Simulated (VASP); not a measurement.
# Ta4W in VASP: notebook

Aim: see how the results for Ta4W move with the level of theory and the settings. Levels: PBE, LDA. Tasks: single point.

Program: VASP 6.6.1. These are calculated values, not measurements. Logs are shortened: lines on timing, memory, paths and dates and some standing lists are left out, and cuts for length are marked.

## 1. The cell of the first run

Symmetry: R-3m, No. 166, trigonal system. Conventional cell: a = 4.646 Å, b = 4.646 Å, c = 14.264 Å, α = 90.00°, β = 90.00°, γ = 120.00°. Within 3.7 Å of Ta (site symmetry 3m) lie 3 W at 2.83 Å and 11 Ta at 2.88 to 3.27 Å. Ta (site symmetry 3m) has 4 W at 2.79 to 3.32 Å and 10 Ta at 2.81 to 3.27 Å within 3.7 Å. W (site symmetry -3m) has 14 Ta at 2.79 to 3.32 Å within 3.7 Å.

## 2. Single point, PBE

Input file INCAR:

```
PREC = Accurate
ENCUT = 520
EDIFF = 1E-6
ISMEAR = 0
SIGMA = 0.1
LREAL = F
LASPH = T
NELM = 80
ALGO = Normal
ISIF = 2
LWAVE = F
LCHARG = F
GGA = PE
NBANDS = 37
```

Input file KPOINTS:

```
regular mesh
0
Gamma
  6 6 6
```

Input file POSCAR:

```
Ta4W
1.0
    2.3230572000      1.3412177000      4.7545499000
   -2.3230572000      1.3412177000      4.7545499000
    0.0000000000     -2.6824354000      4.7545499000
Ta W
4 1
Direct
    0.8975130000      0.8975130000      0.8975130000
    0.1024870000      0.1024870000      0.1024870000
    0.6956100000      0.6956100000      0.6956100000
    0.3043900000      0.3043900000      0.3043900000
    0.5000000000      0.5000000000      0.5000000000
```

Potentials or basis: VASP PAW PBE potentials, release 64 (Ta_pv, W_sv).

Launch:

```
$ cat potpaw_PBE.64/Ta_pv/POTCAR potpaw_PBE.64/W_sv/POTCAR > POTCAR
$ mpirun -np 1 vasp_std > vasp.out
```

OUTCAR:

```text
PREC = Accurate
   ENCUT = 520
   EDIFF = 1E-6
   ISMEAR = 0
   LREAL = F
   LASPH = T
   NELM = 80
   ISIF = 2
   GGA = PE

 ion  position               nearest neighbor table
   1  0.898  0.898  0.898-   5 2.83   5 2.83   5 2.83   3 2.88   4 2.88   4 2.88   4 2.88   2 2.92
                             2 3.25   2 3.25   2 3.25   3 3.27   3 3.27   3 3.27
   2  0.102  0.102  0.102-   5 2.83   5 2.83   5 2.83   4 2.88   3 2.88   3 2.88   3 2.88   1 2.92
                             1 3.25   1 3.25   1 3.25   4 3.27   4 3.27   4 3.27
   3  0.696  0.696  0.696-   5 2.79   4 2.81   4 2.81   4 2.81   1 2.88   2 2.88   2 2.88   2 2.88
                             1 3.27   1 3.27   1 3.27   5 3.32   5 3.32   5 3.32
   4  0.304  0.304  0.304-   5 2.79   3 2.81   3 2.81   3 2.81   2 2.88   1 2.88   1 2.88   1 2.88
                             2 3.27   2 3.27   2 3.27   5 3.32   5 3.32   5 3.32
   5  0.500  0.500  0.500-   3 2.79   4 2.79   2 2.83   2 2.83   1 2.83   1 2.83   2 2.83   1 2.83
                             4 3.32   3 3.32   4 3.32   3 3.32   4 3.32   3 3.32

  LATTYP: Found a trigonal (rhomboedric) cell.
 ALAT       =     5.4590479412
 COS(alpha) =     0.6378270704

  Lattice vectors:

 A1 = (   2.3230572000,   1.3412177000,   4.7545499000)
 A2 = (  -2.3230572000,   1.3412177000,   4.7545499000)
 A3 = (   0.0000000000,  -2.6824354000,   4.7545499000)

Analysis of symmetry for initial positions (statically):
=====================================================================
 Subroutine PRICEL returns:
 Original cell was already a primitive cell.

 Routine SETGRP: Setting up the symmetry group for a
 trigonal (rhombohedral) supercell.

 Subroutine GETGRP returns: Found 12 space group operations
 (whereof 12 operations were pure point group operations)
 out of a pool of 12 trial point group operations.

The static configuration has the point symmetry D_3d.

Analysis of symmetry for dynamics (positions and initial velocities):
=====================================================================
 Subroutine PRICEL returns:
 Original cell was already a primitive cell.

 Routine SETGRP: Setting up the symmetry group for a
 trigonal (rhombohedral) supercell.

 Subroutine GETGRP returns: Found 12 space group operations
 (whereof 12 operations were pure point group operations)
 out of a pool of 12 trial point group operations.

The dynamic configuration has the point symmetry D_3d.

 Subroutine INISYM returns: Found 12 space group operations
 (whereof 12 operations are pure point group operations),
 and found     1 'primitive' translations

----------------------------------------------------------------------------------------

                                     Primitive cell

  volume of cell :      88.8832

  direct lattice vectors                    reciprocal lattice vectors
     2.323057200  1.341217700  4.754549900     0.215233615  0.124265186  0.070108284
    -2.323057200  1.341217700  4.754549900    -0.215233615  0.124265186  0.070108284
     0.000000000 -2.682435400  4.754549900     0.000000000 -0.248530372  0.070108284

  length of vectors
     5.459047941  5.459047941  5.459047941     0.258229582  0.258229582  0.258229582

  position of ions in fractional coordinates (direct lattice)
     0.897513000  0.897513000  0.897513000
     0.102487000  0.102487000  0.102487000
     0.695610000  0.695610000  0.695610000
     0.304390000  0.304390000  0.304390000
     0.500000000  0.500000000  0.500000000

  ion indices of the primitive-cell ions
   primitive index   ion index
                 1           1
                 2           2
                 3           3
                 4           4
                 5           5

----------------------------------------------------------------------------------------

 KPOINTS: regular mesh

Automatic generation of k-mesh.
 Grid dimensions read from file:
 generate k-points for:    6    6    6

 Generating k-lattice:

  Cartesian coordinates                     Fractional coordinates (reciprocal lattice)
     0.035872269  0.020710864  0.011684714     0.166666667 -0.000000000 -0.000000000
    -0.035872269  0.020710864  0.011684714    -0.000000000  0.166666667 -0.000000000
     0.000000000 -0.041421729  0.011684714    -0.000000000 -0.000000000  0.166666667

  Length of vectors
     0.043038264  0.043038264  0.043038264

  Shift w.r.t. Gamma in fractional coordinates (k-lattice)
     0.000000000  0.000000000  0.000000000

 Subroutine IBZKPT returns following result:
 ===========================================

 Found     32 irreducible k-points:

 Following reciprocal coordinates:
            Coordinates               Weight
  0.000000  0.000000  0.000000      1.000000
  0.166667 -0.000000  0.000000      6.000000
  0.333333 -0.000000  0.000000      6.000000
  0.500000 -0.000000  0.000000      3.000000
  0.166667  0.166667  0.000000      6.000000
  0.333333  0.166667  0.000000     12.000000
[... 16 lines left out ...]
  0.500000  0.500000  0.166667      6.000000
 -0.333333  0.500000  0.166667     12.000000
 [... further k-points ...]
   k-points           NKPTS =     32   k-points in BZ     NKDIM =     32   number of bands    NBANDS=     37
   number of dos      NEDOS =    301   number of ions     NIONS =      5
   total plane-waves  NPLWV =  74088
   dimension x,y,z NGX =    42 NGY =   42 NGZ =   42
   dimension x,y,z NGXF=    84 NGYF=   84 NGZF=   84
   ions per type =               4   1
   NGX,Y,Z   is equivalent  to a cutoff of  12.79, 12.79, 12.79 a.u.
   NGXF,Y,Z  is equivalent  to a cutoff of  25.58, 25.58, 25.58 a.u.
 SYSTEM =  unknown system
   PREC   = accura    normal or accurate (medium, high low for compatibility)
   ISTART =      0    job   : 0-new  1-cont  2-samecut
   ICHARG =      2    charge: 1-file 2-atom 10-const
   ISPIN  =      1    spin polarized calculation?
   LNONCOLLINEAR =      F non collinear calculations
   LSORBIT =      F    spin-orbit coupling
   LASPH  =      T    aspherical Exc in radial PAW
   ENCUT  =  520.0 eV  38.22 Ry    6.18 a.u.  10.15 10.15 10.15*2*pi/ulx,y,z
   NELM   =     80;   NELMIN=  2; NELMDL= -5     # of ELM steps
   EDIFF  = 0.1E-05   stopping-criterion for ELM
   LREAL  =      F    real-space projection
   EDIFFG = 0.1E-04   stopping-criterion for IOM
   NSW    =      0    number of steps for IOM
   IBRION =     -1    ionic relax: 0-MD 1-quasi-New 2-CG
   NFREE  =      0    steps in history (QN), initial steepest desc. (CG)
   ISIF   =      2    stress and relaxation
   ISYM   =      2    0-nonsym 1-usesym 2-fastsym
   POTIM  = 0.5000    time-step for ionic-motion
   TEBEG  =    0.0;   TEEND  =   0.0 temperature during run
   PSTRESS=    0.0 pullay stress
   NELECT =      58.0000    total number of electrons
   NUPDOWN=      -1.0000    fix difference up-down
   EMIN   =  10.00;   EMAX   =-10.00  energy-range for DOS
   EFERMI =   0.00;   METHOD = LEGACY
   ISMEAR =     0;   SIGMA  =   0.10  broadening in eV -4-tet -1-fermi 0-gaus
   EFERMI_NEDOS =   21; number of points for ismear=-14 and -15
   IALGO  =     38    algorithm
   IMIX   =      4    mixing-type and parameters
     AMIX     =   0.40;   BMIX     =  1.00
     AMIX_MAG =   1.60;   BMIX_MAG =  1.00
  volume/ion in A,a.u.               =      17.78       119.96
  Fermi-wavevector in a.u.,A,eV,Ry     =   1.419965  2.683344 27.433424  2.016300
  Thomas-Fermi vector in A             =   2.540930
   LORBIT       =      0    0 simple, 1 ext, 2 COOP (PROOUT), +10 PAW based schemes
   GGA     = PE    functional components
   LHFCALC =     F    Hartree Fock is set to
   AEXX    =    0.0000 exact exchange contribution
   IVDW    =     0    specifies the selected vdW correction
   LEPSILON=     F    determine dielectric tensor
   LRPA    =     F    only Hartree local field effects (RPA)
 non-spin polarized calculation
 Gauss-broadening in eV      SIGMA  =   0.10
  energy-cutoff  :      520.00
  volume of cell :       88.88
 maximum number of plane-waves:      2407
 NGX is ok and might be reduce to    42
   NGX = 21   NGY = 21   NGZ = 21

 number of electron      58.0000001 magnetization

 Free energy of the ion-electron system (eV)
  ---------------------------------------------------
  ext. energy  EPLUGINS =         0.00000000
  ---------------------------------------------------
  free energy    TOTEN  =       -60.44985122 eV

  energy without entropy =      -60.42545277  energy(sigma->0) =      -60.43765200

 E-fermi :   6.2792     XC(G=0): -12.7476

 val. band max:        6.2755933343   @ k =   0.5000   0.3333   0.1667
 cond. band min:       6.3066299394   @ k =   0.3333   0.1667   0.0000
 fundamental gap:      0.0310366051
 Fermi energy:         6.2792430855

 k-point     1 :       0.0000    0.0000    0.0000
  band No.  band energies     occupation
      1     -66.8439      2.00000
      2     -31.0930      2.00000
      3     -31.0930      2.00000
      4     -31.0879      2.00000
      5     -27.7087      2.00000
      6     -27.6600      2.00000
[... 29 lines left out ...]
     36      10.3840      0.00000
     37      10.8673      0.00000

 k-point     2 :       0.1667   -0.0000    0.0000
  band No.  band energies     occupation
      1     -66.8439      2.00000
      2     -31.0954      2.00000
      3     -31.0935      2.00000
      4     -31.0875      2.00000
      5     -27.7529      2.00000
      6     -27.6818      2.00000
[... 29 lines left out ...]
     36       9.9811      0.00000
     37      10.6628      0.00000

 k-point     3 :       0.3333   -0.0000    0.0000
  band No.  band energies     occupation
      1     -66.8440      2.00000
      2     -31.1000      2.00000
      3     -31.0981      2.00000
      4     -31.0827      2.00000
      5     -27.8153      2.00000
      6     -27.7372      2.00000
[... 29 lines left out ...]
     36       9.9519      0.00000
     37      10.4253      0.00000

 k-point     4 :       0.5000   -0.0000    0.0000
  band No.  band energies     occupation
      1     -66.8440      2.00000
      2     -31.1023      2.00000
      3     -31.1007      2.00000
      4     -31.0797      2.00000
      5     -27.8322      2.00000
      6     -27.7654      2.00000
[... 29 lines left out ...]
     36       9.7129      0.00000
     37       9.9782      0.00000
[... 683 lines left out ...]
      1     -66.8440      2.00000
      2     -31.1021      2.00000
      3     -31.0924      2.00000
      4     -31.0872      2.00000
      5     -27.8298      2.00000
      6     -27.7264      2.00000
[... 29 lines left out ...]
     36       9.7197      0.00000
     37       9.9083      0.00000

 k-point    23 :       0.5000    0.5000    0.1667
  band No.  band energies     occupation
      1     -66.8440      2.00000
      2     -31.1022      2.00000
      3     -31.0898      2.00000
      4     -31.0830      2.00000
      5     -27.7887      2.00000
      6     -27.6869      2.00000
[... 29 lines left out ...]
     36      10.0482      0.00000
     37      10.0666      0.00000

 k-point    24 :      -0.3333    0.5000    0.1667
  band No.  band energies     occupation
      1     -66.8440      2.00000
      2     -31.1016      2.00000
      3     -31.0908      2.00000
      4     -31.0863      2.00000
      5     -27.8062      2.00000
      6     -27.7144      2.00000
[... 29 lines left out ...]
     36       9.9490      0.00000
     37      10.4995      0.00000

 [... further k-points ...]

------------------------ aborting loop because EDIFF is reached ----------------------------------------

  FORCE on cell =-STRESS in cart. coord.  units (eV):
  Direction    XX          YY          ZZ          XY          YZ          ZX
  --------------------------------------------------------------------------------------
  -------------------------------------------------------------------------------------
  Total        0.2034805      0.2034805      0.2909234      0.0000000      0.0000000      0.0000000
  in kB        3.6678671      3.6678671      5.2440812      0.0000000      0.0000000      0.0000000
  external PRESSURE =       4.1932718 kB  Pullay stress =       0.0000000 kB

 VOLUME and BASIS-vectors are now :
 -----------------------------------------------------------------------------
  energy-cutoff  :      520.00
  volume of cell :       88.88
      direct lattice vectors                 reciprocal lattice vectors
     2.323057200  1.341217700  4.754549900     0.215233615  0.124265186  0.070108284
    -2.323057200  1.341217700  4.754549900    -0.215233615  0.124265186  0.070108284
     0.000000000 -2.682435400  4.754549900     0.000000000 -0.248530372  0.070108284

 POSITION                                       TOTAL-FORCE (eV/Angst)
 -----------------------------------------------------------------------------------
      0.00000      0.00000     12.80181         0.000000     -0.000000     -0.013851
      0.00000      0.00000      1.46184         0.000000      0.000000      0.013851
      0.00000      0.00000      9.92194         0.000000     -0.000000     -0.026808
      0.00000      0.00000      4.34171         0.000000      0.000000      0.026808
      0.00000      0.00000      7.13182         0.000000      0.000000      0.000000
 -----------------------------------------------------------------------------------
    total drift:                               -0.000000      0.000000      0.000000

  FREE ENERGIE OF THE ION-ELECTRON SYSTEM (eV)
  ---------------------------------------------------
  free  energy   TOTEN  =       -60.4498512224 eV

  energy  without entropy=      -60.4254527691  energy(sigma->0) =      -60.43765200
```

Wall time 80 s (1 thread of Intel Xeon 6975P-C (Granite Rapids), shared host); peak memory 0.31 GiB.

Results:

| Item | Value |
| --- | --- |
| Free energy | -60.4499 eV |
| Pressure | 0.4 GPa |
| Largest force | 0.027 eV/Å |
| Band gap on the k mesh | zero (bands 29 and 30 overlap by 1.09 eV) |

Forces in eV/Å, atoms in the order of the input:
```
Ta   0.000  0.000 -0.014
Ta   0.000  0.000  0.014
Ta   0.000  0.000 -0.027
Ta   0.000  0.000  0.027
W    0.000  0.000  0.000
```

Caveat: spin-orbit coupling is left out, which moves the levels of the heavy elements.

(Continued in part 2 of 2.)

The gap in the log of VASP goes by the Fermi energy; the results here count the filled bands.